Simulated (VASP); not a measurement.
# LiF: relaxation of cell and atoms with r2SCAN

LiF:

```
Li F
1.0
     0.00000    2.03409    2.03409
     2.03409    0.00000    2.03409
     2.03409    2.03409    0.00000
Li F
1 1
Direct
  0.00000 0.00000 0.00000
  0.50000 0.50000 0.50000
```

- Program: VASP 6.6.1
- Task: relaxation of cell and atoms
- Functional: r2SCAN
- Potentials or basis: VASP PAW PBE potentials, release 64 (Li_sv, F)
- Cutoff: 600 eV
- k mesh: 10 × 10 × 10
- Occupations: fermi-dirac, width 0.02 eV
- Spin: no spin polarisation
- Dipole correction: no
- Further INCAR settings: ALGO = Normal; EDIFF = 1e-06; IBRION = 2; EDIFFG = -0.005; NSW = 80; ISIF = 3

```
Relaxed volume                         : 7.84 Å³/atom
Relaxed cell                           : a = 2.809 Å, b = 2.809 Å, c = 2.809 Å, α = 60.00°, β = 60.00°, γ = 60.00°
Space group after relaxing (to 0.05 Å) : Fm-3m (No. 225)
Energy gained by relaxing              : 10.3 meV/atom
Ionic steps                            : 4
Pressure after relaxing                : 0.0 GPa
Band gap on the k mesh                 : 10.68 eV, direct
```

The path:
```tsv
step	energy change (eV)	largest force (eV/Å)	pressure (GPa)	volume (Å³)
1	0.0000	0.0000	-5.04	16.83
2	-0.0158	0.0000	-2.72	16.20
3	-0.0205	0.0000	-0.16	15.70
4	-0.0205	0.0000	0.00	15.68
```

Final structure:
```cif
data_structure
_symmetry_space_group_name_H-M 'P 1'
_symmetry_Int_Tables_number 1
_cell_length_a 2.8092
_cell_length_b 2.8092
_cell_length_c 2.8092
_cell_angle_alpha 60.000
_cell_angle_beta 60.000
_cell_angle_gamma 60.000
_cell_volume 15.68
loop_
_atom_site_label
_atom_site_type_symbol
_atom_site_fract_x
_atom_site_fract_y
_atom_site_fract_z
_atom_site_occupancy
Li1 Li 0.00000 0.00000 0.00000 1
F1 F 0.50000 0.50000 0.50000 1
```

Levels at points of the mesh, in eV from the valence-band top:
```csv
k point,band 3,band 4,band 5,band 6,band 7,band 8
"(0.00, 0.00, 0.00)",0.00,0.00,0.00,10.68,25.91,25.91
"(0.50, 0.00, 0.00)",-2.62,-0.26,-0.26,12.07,18.66,20.78
"(0.50, 0.50, 0.00)",-3.19,-1.07,-1.07,16.48,17.66,19.66
```

Wall time 57 s on 1 thread of AMD EPYC 9R45 96-Core Processor (Zen 5), with other jobs on the host, peak memory 0.11 GiB.

Caveat: the cutoff is under 1.25 times the usual one of these potentials, so pressure, stress and relaxed cells hold a basis-set (Pulay) error; the PAW data sets were made with another functional, which shifts forces and pressure a little. A k mesh can miss the band edges.
